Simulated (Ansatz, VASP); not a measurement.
This is a calculation of Al2Cu for VASP 6.6.1.

File INCAR:

```
SYSTEM = Al2Cu
  PREC = Accurate
  ENCUT = 520
  EDIFF = 1E-6
  ISMEAR = -1
  SIGMA = 0.05
  LREAL = .False.
  LASPH = .True.
  NELM = 100
  ALGO = Normal
  ISIF = 2
  LWAVE = .False.
  LCHARG = .False.
  GGA = CA
  NBANDS = 26
```

KPOINTS

```
regular mesh
0
Gamma
  7 7 7
  0 0 0
```

The input POSCAR:

```
Al2Cu
1.0
   -2.9715744608      2.9715744608      2.3887207261
    2.9715744608     -2.9715744608      2.3887207261
    2.9715744608      2.9715744608     -2.3887207261
Cu Al
2 4
Direct
    0.2500000000      0.2500000000      0.0000000000
    0.7500000000      0.7500000000      0.0000000000
    0.3419000000      0.1581000000      0.5000000000
    0.8419000000      0.3419000000      0.1838000000
    0.6581000000      0.8419000000      0.5000000000
    0.1581000000      0.6581000000      0.8162000000
```

Potentials or basis: VASP PAW LDA potentials, release 64 (Cu, Al).

Run with:

```console
$ cat potpaw_LDA.64/Cu/POTCAR potpaw_LDA.64/Al/POTCAR > POTCAR
$ mpirun -np 1 vasp_std > vasp.out
```

Question: Set up the same calculation for Ansatz 0.2.0. Potentials there: Ansatz PAW.

Answer: As run (the cutoff follows the program's own potentials):

The input input.yaml:

```yaml
crystal:
  lattice:
    - [-2.9715744608, 2.9715744608, 2.3887207261]
    - [2.9715744608, -2.9715744608, 2.3887207261]
    - [2.9715744608, 2.9715744608, -2.3887207261]
  atoms:
    - { symbol: Cu, position: [0.25, 0.25, 0.0] }
    - { symbol: Cu, position: [0.75, 0.75, 0.0] }
    - { symbol: Al, position: [0.3419, 0.1581, 0.5] }
    - { symbol: Al, position: [0.8419, 0.3419, 0.1838] }
    - { symbol: Al, position: [0.6581, 0.8419, 0.5] }
    - { symbol: Al, position: [0.1581, 0.6581, 0.8162] }
hamiltonian:
  xc: lda
  pseudopotentials: { kind: paw }
kpoints:
  mp_grid: { grid: [7, 7, 7] }
scf:
  occupations: { method: fermi_dirac, width: 0.05 }
output:
  forces: true
  stress: true
  eigenvalues: true
```

Potentials or basis: Ansatz PAW.

The run is started by

```console
$ ansatz run input.yaml --threads 1 --pin off --max-ram 3584MiB --backend cpu --events-out ev --progress --plain --runs-dir out
```

Both were run:

|  | VASP | Ansatz | Ansatz less VASP |
| --- | --- | --- | --- |
| gap on the k mesh at the Fermi level (eV) | none | none | - |
| pressure (GPa) | 0.1 | -0.1 | -0.28 |
| traceless stress, the component that is largest in VASP (GPa) | 0.28 | 0.29 | +0.009 |
| rms of the force components (eV/Å) | 0.031 | 0.033 | +0.0015 |

LDA's correlation is that of Perdew and Zunger in VASP and of Perdew and Wang (1992) in Ansatz. Atom by atom the forces differ by 0.001 eV/Å (rms over components). A gap of «none» marks a metal or a gap that the smearing closes. VASP's potentials hold 34 valence electrons a cell and Ansatz's 50, so a difference there can come from the potentials and not from the codes.
